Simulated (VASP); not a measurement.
# Mg (P6_3/mmc) in VASP: a series of runs

Mg is run at these levels: LDA; tasks: single point.

Program: VASP 6.6.1. These are calculated values, not measurements. Logs are shortened: lines on timing, memory, paths and dates and some standing lists are left out, and cuts for length are marked.

### 1 The cell of the first run

The structure is hexagonal, space group P6_3/mmc (No. 194). Conventional cell: a = 2.669 Å, b = 2.669 Å, c = 4.311 Å, α = 90.00°, β = 90.00°, γ = 120.00°. Within 3.5 Å of Mg (site symmetry -6m2) lie 12 Mg at 2.65 to 2.67 Å.

### 2 Single point, LDA

File INCAR:

```
SYSTEM = Mg
PREC = Accurate
ENCUT = 520
EDIFF = 1E-6
ISMEAR = 0
SIGMA = 0.1
LREAL = .False.
LASPH = .True.
NELM = 60
ALGO = Normal
ISIF = 2
LWAVE = .False.
LCHARG = .False.
GGA = CA
NBANDS = 9
```

File KPOINTS:

```
regular mesh
0
Gamma
  18 18 10
  0 0 0
```

File POSCAR:

```
Mg
1.0
    2.6692752458      0.0000000000      0.0000000000
   -1.3346376229      2.3116601725      0.0000000000
    0.0000000000      0.0000000000      4.3111442467
Mg
2
Direct
    0.3333333333      0.6666666667      0.2500000000
    0.6666666667      0.3333333333      0.7500000000
```

Potentials or basis: VASP PAW LDA potentials, release 64 (Mg).

On the command line:

```sh
$ cat potpaw_LDA.64/Mg/POTCAR > POTCAR
$ mpirun -np 1 vasp_std > vasp.out
```

OUTCAR:

```text
SYSTEM = Mg
   PREC = Accurate
   ENCUT = 520
   EDIFF = 1E-6
   ISMEAR = 0
   LREAL = .False.
   LASPH = .True.
   NELM = 60
   ISIF = 2
   GGA = CA

 ion  position               nearest neighbor table
   1  0.333  0.667  0.250-   2 2.65   2 2.65   2 2.65   2 2.65   2 2.65   2 2.65
   2  0.667  0.333  0.750-   1 2.65   1 2.65   1 2.65   1 2.65   1 2.65   1 2.65

  LATTYP: Found a hexagonal cell.
 ALAT       =     2.6692752458
 C/A-ratio  =     1.6150991748

  Lattice vectors:

 A1 = (   2.6692752458,   0.0000000000,   0.0000000000)
 A2 = (  -1.3346376229,   2.3116601725,   0.0000000000)
 A3 = (   0.0000000000,   0.0000000000,   4.3111442467)

Analysis of symmetry for initial positions (statically):
=====================================================================
 Subroutine PRICEL returns:
 Original cell was already a primitive cell.

 Routine SETGRP: Setting up the symmetry group for a
 hexagonal supercell.

 Subroutine GETGRP returns: Found 24 space group operations
 (whereof 12 operations were pure point group operations)
 out of a pool of 24 trial point group operations.

The static configuration has the point symmetry D_3d.
 The point group associated with its full space group is D_6h.

Analysis of symmetry for dynamics (positions and initial velocities):
=====================================================================
 Subroutine PRICEL returns:
 Original cell was already a primitive cell.

 Routine SETGRP: Setting up the symmetry group for a
 hexagonal supercell.

 Subroutine GETGRP returns: Found 24 space group operations
 (whereof 12 operations were pure point group operations)
 out of a pool of 24 trial point group operations.

The dynamic configuration has the point symmetry D_3d.
 The point group associated with its full space group is D_6h.

 Subroutine INISYM returns: Found 24 space group operations
 (whereof 12 operations are pure point group operations),
 and found     1 'primitive' translations

----------------------------------------------------------------------------------------

                                     Primitive cell

  volume of cell :      26.6017

  direct lattice vectors                    reciprocal lattice vectors
     2.669275246  0.000000000  0.000000000     0.374633527  0.216294768  0.000000000
    -1.334637623  2.311660172  0.000000000     0.000000000  0.432589535  0.000000000
     0.000000000  0.000000000  4.311144247     0.000000000  0.000000000  0.231956980

  length of vectors
     2.669275246  2.669275246  4.311144247     0.432589535  0.432589535  0.231956980

  position of ions in fractional coordinates (direct lattice)
     0.333333333  0.666666667  0.250000000
     0.666666667  0.333333333  0.750000000

  ion indices of the primitive-cell ions
   primitive index   ion index
                 1           1
                 2           2

----------------------------------------------------------------------------------------

 KPOINTS: regular mesh

Automatic generation of k-mesh.
 Grid dimensions read from file:
 generate k-points for:   18   18   10

 Generating k-lattice:

  Cartesian coordinates                     Fractional coordinates (reciprocal lattice)
     0.020812974  0.012016376  0.000000000     0.055555556  0.000000000  0.000000000
     0.000000000  0.024032752  0.000000000     0.000000000  0.055555556  0.000000000
     0.000000000  0.000000000  0.023195698     0.000000000  0.000000000  0.100000000

  Length of vectors
     0.024032752  0.024032752  0.023195698

  Shift w.r.t. Gamma in fractional coordinates (k-lattice)
     0.000000000  0.000000000  0.000000000

 Subroutine IBZKPT returns following result:
 ===========================================

 Found    222 irreducible k-points:

 Following reciprocal coordinates:
            Coordinates               Weight
  0.000000  0.000000  0.000000      1.000000
  0.055556  0.000000  0.000000      6.000000
  0.111111  0.000000  0.000000      6.000000
  0.166667  0.000000  0.000000      6.000000
  0.222222  0.000000  0.000000      6.000000
  0.277778  0.000000  0.000000      6.000000
[... 16 lines left out ...]
  0.333333  0.111111  0.000000     12.000000
  0.388889  0.111111  0.000000     12.000000
 [... further k-points ...]
   k-points           NKPTS =    222   k-points in BZ     NKDIM =    222   number of bands    NBANDS=      9
   number of dos      NEDOS =    301   number of ions     NIONS =      2
   total plane-waves  NPLWV =  12800
   dimension x,y,z NGX =    20 NGY =   20 NGZ =   32
   dimension x,y,z NGXF=    40 NGYF=   40 NGZF=   64
   ions per type =               2
   NGX,Y,Z   is equivalent  to a cutoff of  12.46, 12.46, 12.34 a.u.
   NGXF,Y,Z  is equivalent  to a cutoff of  24.91, 24.91, 24.68 a.u.
 SYSTEM =  Mg
   PREC   = accura    normal or accurate (medium, high low for compatibility)
   ISTART =      0    job   : 0-new  1-cont  2-samecut
   ICHARG =      2    charge: 1-file 2-atom 10-const
   ISPIN  =      1    spin polarized calculation?
   LNONCOLLINEAR =      F non collinear calculations
   LSORBIT =      F    spin-orbit coupling
   LASPH  =      T    aspherical Exc in radial PAW
   ENCUT  =  520.0 eV  38.22 Ry    6.18 a.u.   4.96  4.96  8.02*2*pi/ulx,y,z
   NELM   =     60;   NELMIN=  2; NELMDL= -5     # of ELM steps
   EDIFF  = 0.1E-05   stopping-criterion for ELM
   LREAL  =      F    real-space projection
   EDIFFG = 0.1E-04   stopping-criterion for IOM
   NSW    =      0    number of steps for IOM
   IBRION =     -1    ionic relax: 0-MD 1-quasi-New 2-CG
   NFREE  =      0    steps in history (QN), initial steepest desc. (CG)
   ISIF   =      2    stress and relaxation
   ISYM   =      2    0-nonsym 1-usesym 2-fastsym
   POTIM  = 0.5000    time-step for ionic-motion
   TEBEG  =    0.0;   TEEND  =   0.0 temperature during run
   PSTRESS=    0.0 pullay stress
   NELECT =       4.0000    total number of electrons
   NUPDOWN=      -1.0000    fix difference up-down
   EMIN   =  10.00;   EMAX   =-10.00  energy-range for DOS
   EFERMI =   0.00;   METHOD = LEGACY
   ISMEAR =     0;   SIGMA  =   0.10  broadening in eV -4-tet -1-fermi 0-gaus
   EFERMI_NEDOS =   21; number of points for ismear=-14 and -15
   IALGO  =     38    algorithm
   IMIX   =      4    mixing-type and parameters
     AMIX     =   0.40;   BMIX     =  1.00
     AMIX_MAG =   1.60;   BMIX_MAG =  1.00
  volume/ion in A,a.u.               =      13.30        89.76
  Fermi-wavevector in a.u.,A,eV,Ry     =   0.870546  1.645093 10.311170  0.757850
  Thomas-Fermi vector in A             =   1.989526
   LORBIT       =      0    0 simple, 1 ext, 2 COOP (PROOUT), +10 PAW based schemes
   GGA     = CA    functional components
   LHFCALC =     F    Hartree Fock is set to
   AEXX    =    0.0000 exact exchange contribution
   IVDW    =     0    specifies the selected vdW correction
   LEPSILON=     F    determine dielectric tensor
   LRPA    =     F    only Hartree local field effects (RPA)
 non-spin polarized calculation
 Gauss-broadening in eV      SIGMA  =   0.10
  energy-cutoff  :      520.00
  volume of cell :       26.60
 maximum number of plane-waves:       744
 NGX is ok and might be reduce to    20
   NGX =  9   NGY =  9   NGZ = 17

 number of electron       4.0000000 magnetization

 Free energy of the ion-electron system (eV)
  ---------------------------------------------------
  ext. energy  EPLUGINS =         0.00000000
  ---------------------------------------------------
  free energy    TOTEN  =        -1.90172596 eV

  energy without entropy =       -1.89924539  energy(sigma->0) =       -1.90048567

 E-fermi :   6.0676     XC(G=0): -10.6286

 val. band max:        6.0648647346   @ k =   0.4444   0.0556   0.5000
 cond. band min:       6.0783878731   @ k =   0.0556   0.0556   0.1000
 fundamental gap:      0.0135231384
 Fermi energy:         6.0676470517

 k-point     1 :       0.0000    0.0000    0.0000
  band No.  band energies     occupation
      1      -3.5278      2.00000
      2       3.5438      2.00000
      3       4.8464      2.00000
      4      20.3234      0.00000
      5      20.3234      0.00000
      6      21.4252      0.00000
      7      21.6747      0.00000
      8      21.6747      0.00000
      9      25.1858      0.00000

 k-point     2 :       0.0556    0.0000    0.0000
  band No.  band energies     occupation
      1      -3.4402      2.00000
      2       3.6151      2.00000
      3       4.9271      2.00000
      4      18.7550      0.00000
      5      19.8369      0.00000
      6      20.9348      0.00000
      7      22.2226      0.00000
      8      22.4003      0.00000
      9      24.7145      0.00000

 k-point     3 :       0.1111    0.0000    0.0000
  band No.  band energies     occupation
      1      -3.1782      2.00000
      2       3.8293      2.00000
      3       5.1655      2.00000
      4      16.5808      0.00000
      5      19.0733      0.00000
      6      19.6389      0.00000
      7      22.5803      0.00000
      8      22.9942      0.00000
      9      23.1302      0.00000

 k-point     4 :       0.1667    0.0000    0.0000
  band No.  band energies     occupation
      1      -2.7444      2.00000
      2       4.1872      2.00000
      3       5.5501      2.00000
      4      14.4209      0.00000
      5      18.2748      0.00000
      6      18.3581      0.00000
      7      20.3453      0.00000
      8      23.1448      0.00000
      9      23.3781      0.00000

 k-point     5 :       0.2222    0.0000    0.0000
  band No.  band energies     occupation
      1      -2.1429      2.00000
      2       4.6904      2.00000
      3       6.0536      1.15762
      4      12.3772      0.00000
      5      16.9502      0.00000
      6      17.7399      0.00000
      7      18.1787      0.00000
      8      22.4908      0.00000
      9      22.8028      0.00000

 k-point     6 :       0.2778    0.0000    0.0000
  band No.  band energies     occupation
      1      -1.3794      2.00000
      2       5.3407      2.00000
      3       6.5974      0.00000
      4      10.5414      0.00000
      5      15.6844      0.00000
      6      16.1362      0.00000
      7      17.2305      0.00000
      8      21.7515      0.00000
      9      22.0417      0.00000
[... 169 lines left out ...]
 k-point    21 :       0.2222    0.1111    0.0000
  band No.  band energies     occupation
      1      -1.1274      2.00000
      2       5.5587      2.00000
      3       6.7873      0.00000
      4      10.5648      0.00000
      5      13.4914      0.00000
      6      16.3542      0.00000
      7      18.6627      0.00000
      8      19.0783      0.00000
      9      22.1228      0.00000

 k-point    22 :       0.2778    0.1111    0.0000
  band No.  band energies     occupation
      1      -0.2136      2.00000
      2       6.3596      0.00004
      3       7.0219      0.00000
      4       9.2707      0.00000
      5      12.7994      0.00000
      6      14.4657      0.00000
      7      17.5183      0.00000
      8      18.5212      0.00000
      9      21.9173      0.00000

 k-point    23 :       0.3333    0.1111    0.0000
  band No.  band energies     occupation
      1       0.8449      2.00000
      2       6.1888      0.08676
      3       7.3111      0.00000
      4       9.1856      0.00000
      5      12.2161      0.00000
      6      12.7275      0.00000
      7      16.5383      0.00000
      8      18.1265      0.00000
      9      21.7222      0.00000

 k-point    24 :       0.3889    0.1111    0.0000
  band No.  band energies     occupation
      1       2.0318      2.00000
      2       4.8085      2.00000
      3       8.4093      0.00000
      4       9.7102      0.00000
      5      11.1544      0.00000
      6      11.7157      0.00000
      7      15.8522      0.00000
      8      17.8904      0.00000
      9      21.5910      0.00000

 [... further k-points ...]
[... 5 lines left out ...]
  --------------------------------------------------------------------------------------
  -------------------------------------------------------------------------------------
  Total        8.3623144      8.3623144      8.3640716     -0.0000000     -0.0000000      0.0000000
  in kB      503.6480687    503.6480687    503.7538989     -0.0000000     -0.0000000      0.0000000
  external PRESSURE =     503.6833454 kB  Pullay stress =       0.0000000 kB

 VOLUME and BASIS-vectors are now :
 -----------------------------------------------------------------------------
  energy-cutoff  :      520.00
  volume of cell :       26.60
      direct lattice vectors                 reciprocal lattice vectors
     2.669275246  0.000000000  0.000000000     0.374633527  0.216294768  0.000000000
    -1.334637623  2.311660172  0.000000000     0.000000000  0.432589535  0.000000000
     0.000000000  0.000000000  4.311144247     0.000000000  0.000000000  0.231956980

 POSITION                                       TOTAL-FORCE (eV/Angst)
 -----------------------------------------------------------------------------------
     -0.00000      1.54111      1.07779        -0.000000     -0.000000      0.000000
      1.33464      0.77055      3.23336         0.000000      0.000000      0.000000
 -----------------------------------------------------------------------------------
    total drift:                                0.000000     -0.000000      0.000000

  FREE ENERGIE OF THE ION-ELECTRON SYSTEM (eV)
  ---------------------------------------------------
  free  energy   TOTEN  =        -1.9017259627 eV

  energy  without entropy=       -1.8992453865  energy(sigma->0) =       -1.90048567
```

It took 12 s on 1 thread of Intel Xeon 6975P-C (Granite Rapids), shared host; peak memory 0.16 GiB.

What came out:

* Free energy: -1.9017 eV
* Pressure: 50.4 GPa
* Band gap on the k mesh: zero (band 2 reaches 7.02 eV, above the bottom of band 3 at 4.85 eV)

### 3 Single point, LDA

File INCAR:

```
ALGO     = Fast           # electronic algorithm
EDIFF    = 1E-6           # SCF threshold, eV
ENCUT    = 520            # plane-wave cutoff, eV
ISIF     = 2              # what is computed and relaxed
ISMEAR   = 0              # smearing method
LASPH    = True           # aspherical terms in the spheres
LCHARG   = False          # write CHGCAR
LREAL    = False          # projectors in reciprocal space
LWAVE    = False          # write WAVECAR
NBANDS   = 9              # bands
NELM     = 60             # most SCF steps
PREC     = Accurate       # precision mode
SIGMA    = 0.1            # smearing width, eV
```

File KPOINTS:

```
k-points
0
Gamma
  18 18 10
```

POSCAR is that of step 2.

Potentials or basis: VASP PAW LDA potentials, release 64 (Mg).

On the command line:

```sh
$ cat potpaw_LDA.64/Mg/POTCAR > POTCAR
$ mpirun -np 1 vasp_std > vasp.out
```

OUTCAR:

```text
EDIFF = 1E-6
   ENCUT = 520
   ISIF = 2
   ISMEAR = 0
   LASPH = True
   LREAL = False
   NELM = 60
   PREC = Accurate

 ion  position               nearest neighbor table
   1  0.333  0.667  0.250-   2 2.65   2 2.65   2 2.65   2 2.65   2 2.65   2 2.65
   2  0.667  0.333  0.750-   1 2.65   1 2.65   1 2.65   1 2.65   1 2.65   1 2.65

  LATTYP: Found a hexagonal cell.
 ALAT       =     2.6692752458
 C/A-ratio  =     1.6150991748

  Lattice vectors:

[... 469 lines left out ...]
      3       8.4093      0.00000
      4       9.7101      0.00000
      5      11.1543      0.00000
      6      11.7156      0.00000
      7      15.8520      0.00000
      8      17.8903      0.00000
      9      21.5909      0.00000

 [... further k-points ...]
[... 5 lines left out ...]
  --------------------------------------------------------------------------------------
  -------------------------------------------------------------------------------------
  Total        8.3626118      8.3626118      8.3643642     -0.0000000      0.0000000     -0.0000000
  in kB      503.6659789    503.6659789    503.7715221     -0.0000000      0.0000000     -0.0000000
  external PRESSURE =     503.7011600 kB  Pullay stress =       0.0000000 kB

 VOLUME and BASIS-vectors are now :
 -----------------------------------------------------------------------------
  energy-cutoff  :      520.00
  volume of cell :       26.60
      direct lattice vectors                 reciprocal lattice vectors
     2.669275246  0.000000000  0.000000000     0.374633527  0.216294768  0.000000000
    -1.334637623  2.311660172  0.000000000     0.000000000  0.432589535  0.000000000
     0.000000000  0.000000000  4.311144247     0.000000000  0.000000000  0.231956980

 POSITION                                       TOTAL-FORCE (eV/Angst)
 -----------------------------------------------------------------------------------
     -0.00000      1.54111      1.07779        -0.000000     -0.000000      0.000000
      1.33464      0.77055      3.23336         0.000000      0.000000      0.000000
 -----------------------------------------------------------------------------------
    total drift:                                0.000000     -0.000000      0.000000

  FREE ENERGIE OF THE ION-ELECTRON SYSTEM (eV)
  ---------------------------------------------------
  free  energy   TOTEN  =        -1.9017259629 eV

  energy  without entropy=       -1.8992453989  energy(sigma->0) =       -1.90048568
```

stdout:

```text
POSCAR found type information on POSCAR Mg
 POSCAR found :  1 types and       2 ions
 scaLAPACK will be used
 LDA part: xc-table for (Slater(with rela. corr.)+CA(PZ))
 , standard interpolation
 POSCAR, INCAR and KPOINTS ok, starting setup
 FFT: planning ... GRIDC
 FFT: planning ... GRID_SOFT
 FFT: planning ... GRID
 WAVECAR not read
 entering main loop
```

Wall time 13 s (1 thread of Intel Xeon 6975P-C (Granite Rapids), shared host); peak memory 0.16 GiB.

What came out:

* Free energy: -1.9017 eV
* Pressure: 50.4 GPa
* Band gap on the k mesh: zero (band 2 reaches 7.02 eV, above the bottom of band 3 at 4.85 eV)

### 4 Single point, LDA

This run uses another cell than the first one, of 14.98 Å³/atom, 1.126 times its volume.

File INCAR:

```
SYSTEM = Mg
PREC = Accurate ; ENCUT = 520
EDIFF = 1E-6 ; ISMEAR = 0
SIGMA = 0.1 ; LREAL = .False.
LASPH = .True. ; NELM = 100
ALGO = Fast ; ISIF = 2
LWAVE = .False. ; LCHARG = .True.
GGA = CA ; LELF = .True.
LVHAR = .True. ; NBANDS = 9
```

File KPOINTS:

```
Automatic mesh
0
Gamma
  18 18 10
  0 0 0
```

File POSCAR:

```
Mg
1.0
    2.7775929351      0.0000000000      0.0000000000
   -1.3887964676      2.4054660432      0.0000000000
    0.0000000000      0.0000000000      4.4841918494
Mg
2
Direct
    0.3333333333      0.6666666667      0.2500000000
    0.6666666667      0.3333333333      0.7500000000
```

On the command line:

```sh
$ cat potpaw_LDA.64/Mg/POTCAR > POTCAR
$ mpirun -np 1 vasp_std > vasp.out
```

Run time: 16 s. Hardware: 1 thread of Intel Xeon 6975P-C (Granite Rapids), shared host; peak memory 0.17 GiB.

The run converged. Its results:

- Free energy: -2.7269 eV
- Pressure: 30.0 GPa
- Band gap on the k mesh: zero (band 2 reaches 6.11 eV, above the bottom of band 3 at 3.92 eV)

Levels at points of the mesh, in eV from the Fermi level:
```csv
k point,band 1,band 2,band 3,band 4,band 5,band 6
"(0.00, 0.00, 0.00)",-8.96,-2.33,-1.21,13.46,13.46,14.49
"(0.50, 0.00, 0.00)",-2.93,-2.56,3.16,3.42,4.64,4.72
"(0.00, 0.00, 0.50)",-7.10,-7.10,6.50,6.50,14.25,14.25
"(0.50, 0.00, 0.50)",-1.56,-1.56,-0.38,-0.38,9.50,9.50
```
